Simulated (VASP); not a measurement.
Write the native input for VASP 6.6.1 that does the following.

```yaml
Task: single point
Functional: r2SCAN
Potentials_or_basis: VASP PAW PBE potentials, release 64 (Si)
Cutoff: 520 eV
k_mesh: 12 × 12 × 6
Occupations: gaussian, width 0.05 eV
Spin: no spin polarisation
Dipole_correction: no
Further_INCAR_settings: ALGO = Normal; EDIFF = 1e-07; NBANDS = 16
```

Si:

```
Si
1.0
     3.83132    0.00000    0.00000
    -1.91566    3.56687    0.00000
     0.00000    0.00000    6.33262
Si
4
Direct
  0.33333 0.66667 0.06301
  0.66667 0.33333 0.56301
  0.33333 0.66667 0.43699
  0.66667 0.33333 0.93699
```

This cell differs from its parent crystal: strain +0.0750 x Voigt [0, 1, 0, 0, 0, 0].

One way to write it, as run:

POSCAR

```
Si
1.0
    3.8313174605      0.0000000000      0.0000000000
   -1.9156587303      3.5668696196      0.0000000000
    0.0000000000      0.0000000000      6.3326220002
Si
4
Direct
    0.3333333333      0.6666666667      0.0630095000
    0.6666666667      0.3333333333      0.5630095000
    0.3333333333      0.6666666667      0.4369905000
    0.6666666667      0.3333333333      0.9369905000
```

INCAR.step1

```
PREC     = Accurate       # precision mode
ENCUT    = 520            # plane-wave cutoff, eV
ISMEAR   = 0              # smearing method
SIGMA    = 0.05           # smearing width, eV
LREAL    = False          # projectors in reciprocal space
LASPH    = True           # aspherical terms in the spheres
NELM     = 80             # most SCF steps
NBANDS   = 16             # bands
GGA      = PE             # functional
ALGO     = Normal         # electronic algorithm
EDIFF    = 1E-4           # SCF threshold, eV
LWAVE    = True           # write WAVECAR
LCHARG   = False          # write CHGCAR
```

INCAR.step2

```
PREC     = Accurate       # precision mode
ENCUT    = 520            # plane-wave cutoff, eV
EDIFF    = 1E-7           # SCF threshold, eV
ISMEAR   = 0              # smearing method
SIGMA    = 0.05           # smearing width, eV
LREAL    = False          # projectors in reciprocal space
LASPH    = True           # aspherical terms in the spheres
NELM     = 80             # most SCF steps
ALGO     = Normal         # electronic algorithm
ISIF     = 2              # what is computed and relaxed
LWAVE    = False          # write WAVECAR
LCHARG   = False          # write CHGCAR
METAGGA  = R2SCAN         # meta-GGA
LMIXTAU  = True         
NBANDS   = 16             # bands
ISTART   = 1
```

KPOINTS

```
Automatic mesh
0
Gamma
  12 12 6
```

Potentials or basis: VASP PAW PBE potentials, release 64 (Si).

Launch:

```sh
$ cat potpaw_PBE.64/Si/POTCAR > POTCAR
$ cp INCAR.step1 INCAR
$ mpirun -np 1 vasp_std > vasp.out
$ cp INCAR.step2 INCAR
$ mpirun -np 1 vasp_std > vasp.out
```

It gave:

The pressure is -5.6 GPa and the largest force is 0.418 eV/Å. The band gap on the k mesh is 0.21 eV (least direct gap 0.33 eV).

Caveat: the cell differs from its parent crystal (strain +0.0750 x Voigt [0, 1, 0, 0, 0, 0]); the stress differs along the axes, from -13 to -1 GPa; semilocal functionals underestimate gaps, and a narrow one can read as zero; the PAW data sets were made with another functional, which shifts forces and pressure a little.

Wall time 8.5 min on 1 thread of Intel(R) Xeon(R) Platinum 8259CL CPU @ 2.50GHz (Skylake/Cascade Lake), with other jobs on the host, peak memory 0.31 GiB.
